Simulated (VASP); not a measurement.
Set up this calculation in VASP 6.6.1, as the native input.

| Property | Result |
| --- | --- |
| Task | single point |
| Functional | PBE |
| Potentials or basis | VASP PAW PBE potentials, release 64 (Co, Ru_pv) |
| Cutoff | 520 eV |
| k mesh | 10 × 10 × 10 |
| Occupations | gaussian, width 0.1 eV |
| Spin | collinear spin, ferromagnetic start |
| Starting moments | [2.01, 2.01, 2.01, 2.01, 0.78, 0.78] μB |
| Dipole correction | no |
| Further INCAR settings | ALGO = Fast; EDIFF = 1e-06; NBANDS = 45 |

The structure of Co2Ru lies in POSCAR:

```
Co2Ru
1.0
    0.0000000000      3.3089734359      3.3089734359
    3.3089734359      0.0000000000      3.3089734359
    3.3089734359      3.3089734359      0.0000000000
Co Ru
4 2
Direct
    0.1250000000      0.1250000000      0.1250000000
    0.6250000000      0.1250000000      0.1250000000
    0.1250000000      0.1250000000      0.6250000000
    0.1250000000      0.6250000000      0.1250000000
    0.5000000000      0.5000000000      0.5000000000
    0.7500000000      0.7500000000      0.7500000000
```

The input as run:

INCAR

```
PREC = Accurate
ENCUT = 520
EDIFF = 1E-6
ISMEAR = 0
SIGMA = 0.1
LREAL = F
LASPH = T
NELM = 150
ALGO = Fast
ISIF = 2
LWAVE = F
LCHARG = F
ISPIN = 2
MAGMOM = 2.01 2.01 2.01 2.01 0.78 0.78
LORBIT = 11
LMAXMIX = 4
GGA = PE
NBANDS = 45
```

KPOINTS

```
regular mesh
0
Gamma
  10 10 10
```

Potentials or basis: VASP PAW PBE potentials, release 64 (Co, Ru_pv).

Run with:

```sh
$ cat potpaw_PBE.64/Co/POTCAR potpaw_PBE.64/Ru_pv/POTCAR > POTCAR
$ mpirun -np 1 vasp_std > vasp.out
```

Results of the run:

```yaml
Pressure: -1.0 GPa
Net_moment: 8.22 μB per cell
Site_moments: Co +1.75; Ru +0.63 μB
Valence_electrons_inside_the_program's_atomic_spheres: Co 8.35; Ru 12.45
```

It took 20 min on 1 thread of Intel Xeon 8259CL, on a shared host, peak memory 0.36 GiB.
